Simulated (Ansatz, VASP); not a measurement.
Ir in VASP and in Ansatz

```
CELL_PARAMETERS angstrom
0.00000 2.78387 2.78387
2.78387 0.00000 2.78387
2.78387 2.78387 0.00000
ATOMIC_POSITIONS crystal
Ir 0.00000 0.00000 0.00000
Ir 0.25000 0.25000 0.25000
```

Alike in both runs: functional PBE; k mesh 12 × 12 × 12; occupations fermi-dirac, width 0.05 eV; no spin polarisation.

Ansatz relaxed the structure, and its values are those at the end. VASP's run is a single point on that final structure, the one shown.

```csv
,VASP,Ansatz
version,VASP 6.6.1,Ansatz 0.2.0
potentials or method,"VASP PAW PBE potentials, release 64 (Ir)","PAW with Ansatz's earlier generated frozen-core files (soft_1), scalar-relativistic"
plane-wave cutoff (eV),520,420
valence electrons in the cell,18,34
```

|  | VASP | Ansatz | Ansatz less VASP |
| --- | --- | --- | --- |
| pressure (GPa) | -0.4 | 0.0 | +0.36 |

VASP's potentials hold 18 valence electrons a cell and Ansatz's 34, so a difference there can come from the potentials and not from the codes.

Spin-orbit coupling is off throughout.
